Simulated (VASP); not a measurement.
Set up this calculation in VASP 6.6.1, as the native input.

```
Task                   : single point
Functional             : PBE
Potentials or basis    : VASP PAW PBE potentials, release 64 (Na_pv)
Cutoff                 : 520 eV
k mesh                 : 6 × 6 × 8
Occupations            : fermi-dirac, width 0.08 eV
Spin                   : no spin polarisation
Dipole correction      : no
Further INCAR settings : ALGO = Normal; EDIFF = 1e-06; NBANDS = 18
```

The structure of Na lies in POSCAR:

```
Na
1.0
    4.8377722942      0.0000000000      0.0000000000
   -2.4188861471      4.1896337045      0.0000000000
    0.0000000000      0.0000000000      2.8711885872
Na
3
Direct
    0.0000000000      0.0000000000      0.0000000000
    0.3333333333      0.6666666667      0.5000000000
    0.6666666667      0.3333333333      0.5000000000
```

This isn't the form of Na at room conditions, which is bcc.

One way to write it, as run:

INCAR

```
SYSTEM = Na
PREC     = Accurate       ! precision mode
ENCUT    = 520            ! plane-wave cutoff, eV
EDIFF    = 1E-6           ! SCF threshold, eV
ISMEAR   = -1             ! smearing method
SIGMA    = 0.08           ! smearing width, eV
LREAL    = .False.        ! projectors in reciprocal space
LASPH    = .True.         ! aspherical terms in the spheres
NELM     = 80             ! most SCF steps
ALGO     = Normal         ! electronic algorithm
ISIF     = 2              ! what is computed and relaxed
LWAVE    = .False.        ! write WAVECAR
LCHARG   = .False.        ! write CHGCAR
GGA      = PE             ! functional
NBANDS   = 18             ! bands
```

KPOINTS

```
Automatic mesh
0
Gamma
  6 6 8
  0 0 0
```

Potentials or basis: VASP PAW PBE potentials, release 64 (Na_pv).

Command:

```console
$ cat potpaw_PBE.64/Na_pv/POTCAR > POTCAR
$ mpirun -np 1 vasp_std > vasp.out
```

It gave:

- Pressure: 16.8 GPa
- Band gap on the k mesh: zero (an odd number of electrons rules out a gap without spin polarisation)

Caveat: the cell stands under pressure.

Run time: 8.7 s on 1 thread of Intel(R) Xeon(R) 6975P-C (Granite Rapids) (shared host), peak memory 0.17 GiB.
